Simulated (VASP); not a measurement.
# PIr (rocksalt type) in VASP: a series of runs, part 2 of 2

VASP 6.6.1. Earlier steps stand in the parts before.

## 6. Single point, PBE (atom 1 (Ir) moved by [0.0, 0.0, 0.03] A)

Input file INCAR:

```
  PREC = Accurate
  ENCUT = 520
  EDIFF = 1E-6
  ISMEAR = -1
  SIGMA = 0.05
  LREAL = F
  LASPH = T
  NELM = 80
  ALGO = Normal
  ISIF = 2
  LWAVE = F
  LCHARG = F
  GGA = PE
  NBANDS = 14
```

Input file KPOINTS:

```
regular mesh
0
Gamma
  13 13 13
```

Input file POSCAR:

```
PIr
1.0
    0.0000000000      2.4648029302      2.4648029302
    2.4648029302      0.0000000000      2.4648029302
    2.4648029302      2.4648029302      0.0000000000
Ir P
1 1
Direct
    0.0060856792      0.0060856792     -0.0060856792
    0.5000000000      0.5000000000      0.5000000000
```

Potentials or basis: VASP PAW PBE potentials, release 64 (Ir, P).

On the command line:

```console
> cat potpaw_PBE.64/Ir/POTCAR potpaw_PBE.64/P/POTCAR > POTCAR
> mpirun -np 1 vasp_std > vasp.out
```

OUTCAR:

```text
PREC = Accurate
   ENCUT = 520
   EDIFF = 1E-6
   ISMEAR = -1
   LREAL = F
   LASPH = T
   NELM = 80
   ISIF = 2
   GGA = PE

 ion  position               nearest neighbor table
   1  0.006  0.006  0.994-   2 2.43   2 2.46   2 2.46   2 2.46   2 2.46   2 2.49
   2  0.500  0.500  0.500-   1 2.43   1 2.46   1 2.46   1 2.46   1 2.46   1 2.49

  LATTYP: Found a face centered cubic cell.
 ALAT       =     4.9296058604

  Lattice vectors:

 A1 = (   0.0000000000,   2.4648029302,   2.4648029302)
 A2 = (   2.4648029302,   0.0000000000,   2.4648029302)
 A3 = (   2.4648029302,   2.4648029302,   0.0000000000)

Analysis of symmetry for initial positions (statically):
=====================================================================
 Subroutine PRICEL returns:
 Original cell was already a primitive cell.

 Routine SETGRP: Setting up the symmetry group for a
 face centered cubic supercell.

 Subroutine GETGRP returns: Found  8 space group operations
 (whereof  8 operations were pure point group operations)
 out of a pool of 48 trial point group operations.

The static configuration has the point symmetry C_4v.

Analysis of symmetry for dynamics (positions and initial velocities):
=====================================================================
 Subroutine PRICEL returns:
 Original cell was already a primitive cell.

 Routine SETGRP: Setting up the symmetry group for a
 face centered cubic supercell.

 Subroutine GETGRP returns: Found  8 space group operations
 (whereof  8 operations were pure point group operations)
 out of a pool of 48 trial point group operations.

The dynamic configuration has the point symmetry C_4v.

 Subroutine INISYM returns: Found  8 space group operations
 (whereof  8 operations are pure point group operations),
 and found     1 'primitive' translations

----------------------------------------------------------------------------------------

                                     Primitive cell

  volume of cell :      29.9486

  direct lattice vectors                    reciprocal lattice vectors
     0.000000000  2.464802930  2.464802930    -0.202855974  0.202855974  0.202855974
     2.464802930  0.000000000  2.464802930     0.202855974 -0.202855974  0.202855974
     2.464802930  2.464802930  0.000000000     0.202855974  0.202855974 -0.202855974

  length of vectors
     3.485757732  3.485757732  3.485757732     0.351356854  0.351356854  0.351356854

  position of ions in fractional coordinates (direct lattice)
     0.006085679  0.006085679  0.993914321
     0.500000000  0.500000000  0.500000000

  ion indices of the primitive-cell ions
   primitive index   ion index
                 1           1
                 2           2

----------------------------------------------------------------------------------------

 KPOINTS: regular mesh

Automatic generation of k-mesh.
 Grid dimensions read from file:
 generate k-points for:   13   13   13

 Generating k-lattice:

  Cartesian coordinates                     Fractional coordinates (reciprocal lattice)
    -0.015604306  0.015604306  0.015604306     0.076923077  0.000000000  0.000000000
     0.015604306 -0.015604306  0.015604306     0.000000000  0.076923077  0.000000000
     0.015604306  0.015604306 -0.015604306     0.000000000  0.000000000  0.076923077
[... 40 lines left out ...]
   number of dos      NEDOS =    301   number of ions     NIONS =      2
   total plane-waves  NPLWV =  21952
   dimension x,y,z NGX =    28 NGY =   28 NGZ =   28
   dimension x,y,z NGXF=    56 NGYF=   56 NGZF=   56
   ions per type =               1   1
   NGX,Y,Z   is equivalent  to a cutoff of  13.35, 13.35, 13.35 a.u.
   NGXF,Y,Z  is equivalent  to a cutoff of  26.71, 26.71, 26.71 a.u.
 SYSTEM =  unknown system
   PREC   = accura    normal or accurate (medium, high low for compatibility)
   ISTART =      0    job   : 0-new  1-cont  2-samecut
   ICHARG =      2    charge: 1-file 2-atom 10-const
   ISPIN  =      1    spin polarized calculation?
   LNONCOLLINEAR =      F non collinear calculations
   LSORBIT =      F    spin-orbit coupling
   LASPH  =      T    aspherical Exc in radial PAW
   ENCUT  =  520.0 eV  38.22 Ry    6.18 a.u.   6.48  6.48  6.48*2*pi/ulx,y,z
   NELM   =     80;   NELMIN=  2; NELMDL= -5     # of ELM steps
   EDIFF  = 0.1E-05   stopping-criterion for ELM
   LREAL  =      F    real-space projection
   EDIFFG = 0.1E-04   stopping-criterion for IOM
   NSW    =      0    number of steps for IOM
   IBRION =     -1    ionic relax: 0-MD 1-quasi-New 2-CG
   NFREE  =      0    steps in history (QN), initial steepest desc. (CG)
   ISIF   =      2    stress and relaxation
   ISYM   =      2    0-nonsym 1-usesym 2-fastsym
   POTIM  = 0.5000    time-step for ionic-motion
   TEBEG  =    0.0;   TEEND  =   0.0 temperature during run
   PSTRESS=    0.0 pullay stress
   NELECT =      14.0000    total number of electrons
   NUPDOWN=      -1.0000    fix difference up-down
   EMIN   =  10.00;   EMAX   =-10.00  energy-range for DOS
   EFERMI =   0.00;   METHOD = LEGACY
   ISMEAR =    -1;   SIGMA  =   0.05  broadening in eV -4-tet -1-fermi 0-gaus
   EFERMI_NEDOS =   21; number of points for ismear=-14 and -15
   IALGO  =     38    algorithm
   IMIX   =      4    mixing-type and parameters
     AMIX     =   0.40;   BMIX     =  1.00
     AMIX_MAG =   1.60;   BMIX_MAG =  1.00
  volume/ion in A,a.u.               =      14.97       101.05
  Fermi-wavevector in a.u.,A,eV,Ry     =   1.270551  2.400993 21.963870  1.614299
  Thomas-Fermi vector in A             =   2.403532
   LORBIT       =      0    0 simple, 1 ext, 2 COOP (PROOUT), +10 PAW based schemes
   GGA     = PE    functional components
   LHFCALC =     F    Hartree Fock is set to
   AEXX    =    0.0000 exact exchange contribution
   IVDW    =     0    specifies the selected vdW correction
   LEPSILON=     F    determine dielectric tensor
   LRPA    =     F    only Hartree local field effects (RPA)
 non-spin polarized calculation
  energy-cutoff  :      520.00
  volume of cell :       29.95
 maximum number of plane-waves:       869
 NGX is ok and might be reduce to    28
   NGX = 13   NGY = 13   NGZ = 13

 number of electron      14.0000000 magnetization

 Free energy of the ion-electron system (eV)
  ---------------------------------------------------
  ext. energy  EPLUGINS =         0.00000000
  ---------------------------------------------------
  free energy    TOTEN  =       -14.04517497 eV

  energy without entropy =      -14.03304429  energy(sigma->0) =      -14.03910963

 E-fermi :   8.9285     XC(G=0): -12.3398

 val. band max:        8.9278047049   @ k =   0.0769   0.4615   0.3846
 cond. band min:       8.9308248978   @ k =  -0.4615   0.4615   0.0000
 fundamental gap:      0.0030201929
 Fermi energy:         8.9285268393

 k-point     1 :       0.0000    0.0000    0.0000
  band No.  band energies     occupation
      1      -5.0730      2.00000
      2       5.8119      2.00000
      3       5.8119      2.00000
      4       5.8206      2.00000
      5       5.9229      2.00000
      6       5.9377      2.00000
      7       9.1799      0.01304
      8       9.1799      0.01304
      9       9.1875      0.01121
     10      15.0190      0.00000
     11      19.1397      0.00000
     12      21.6916      0.00000
     13      21.6916      0.00000
     14      21.7078      0.00000
[... 377 lines left out ...]
      1      -3.1130      2.00000
      2       2.4899      2.00000
      3       3.8360      2.00000
      4       4.0476      2.00000
      5       6.9659      2.00000
      6       7.2521      2.00000
      7       8.3471      1.99998
      8      11.9604      0.00000
      9      14.0275      0.00000
     10      14.6906      0.00000
     11      17.2075      0.00000
     12      17.6641      0.00000
     13      20.3808      0.00000
     14      21.8124      0.00000

 [... further k-points ...]

------------------------ aborting loop because EDIFF is reached ----------------------------------------

  FORCE on cell =-STRESS in cart. coord.  units (eV):
  Direction    XX          YY          ZZ          XY          YZ          ZX
  --------------------------------------------------------------------------------------
  -------------------------------------------------------------------------------------
  Total        0.0625776      0.0625776      0.1213118      0.0000000      0.0000000      0.0000000
  in kB        3.3477506      3.3477506      6.4898866      0.0000000      0.0000000      0.0000000
  external PRESSURE =       4.3951293 kB  Pullay stress =       0.0000000 kB

 VOLUME and BASIS-vectors are now :
 -----------------------------------------------------------------------------
  energy-cutoff  :      520.00
  volume of cell :       29.95
      direct lattice vectors                 reciprocal lattice vectors
     0.000000000  2.464802930  2.464802930    -0.202855974  0.202855974  0.202855974
     2.464802930  0.000000000  2.464802930     0.202855974 -0.202855974  0.202855974
     2.464802930  2.464802930  0.000000000     0.202855974  0.202855974 -0.202855974

 POSITION                                       TOTAL-FORCE (eV/Angst)
 -----------------------------------------------------------------------------------
      2.46480      2.46480      0.03000         0.000000      0.000000      0.243891
      2.46480      2.46480      2.46480         0.000000      0.000000     -0.243891
 -----------------------------------------------------------------------------------
    total drift:                                0.000000      0.000000      0.000084

  FREE ENERGIE OF THE ION-ELECTRON SYSTEM (eV)
  ---------------------------------------------------
  free  energy   TOTEN  =       -14.0451749712 eV

  energy  without entropy=      -14.0330442939  energy(sigma->0) =      -14.03910963
```

It took 32 s on 1 thread of Intel Xeon 6975P-C (Granite Rapids), shared host; peak memory 0.23 GiB.

Results:

```
Free energy            : -14.0452 eV
Pressure               : 0.4 GPa
Largest force          : 0.244 eV/Å
Band gap on the k mesh : zero (bands 7 and 8 overlap by 1.44 eV)
```

Forces in eV/Å, atoms in the order of the input:
```
Ir   0.000  0.000  0.244
P    0.000  0.000 -0.244
```

Stress tensor (GPa, compression positive):
```
0.33 0.00 0.00
0.00 0.33 0.00
0.00 0.00 0.65
```

Caveat: the cell differs from its parent crystal (atom 1 (Ir) moved by [0.0, 0.0, 0.03] A); spin-orbit coupling is left out, which moves the levels of the heavy elements.

## 7. The runs side by side

```csv
level,potentials or basis,spin,cell,gap on the mesh (eV),pressure (GPa)
PBE,"VASP PAW PBE potentials, release 64 (Ir, P)",off,"a = 3.486 Å, angles 60.0°, 2 atoms, atomic positions A",none,0.4
LDA,"VASP PAW LDA potentials, release 64 (Ir, P)",off,"a = 3.486 Å, angles 60.0°, 2 atoms, atomic positions A",none,-8.9
PBE,"VASP PAW PBE potentials, release 64 (Ir, P)","non-collinear, zero start, SOC","a = 3.486 Å, angles 60.0°, 2 atoms, atomic positions A",-,1.7
PBE,"VASP PAW PBE potentials, release 64 (Ir, P)",off,"a = 3.486 Å, angles 60.0°, 2 atoms, atomic positions B",none,0.4
```

Alike in all rows: task single point; k mesh 13 × 13 × 13; cutoff (eV) 520; smearing fermi-dirac 0.05 eV.

Caveats: spin-orbit coupling is left out, which moves the levels of the heavy elements (at least some runs); the cell stands under tension (at least some runs).

Absolute energies hang on the potentials; compare differences alone.
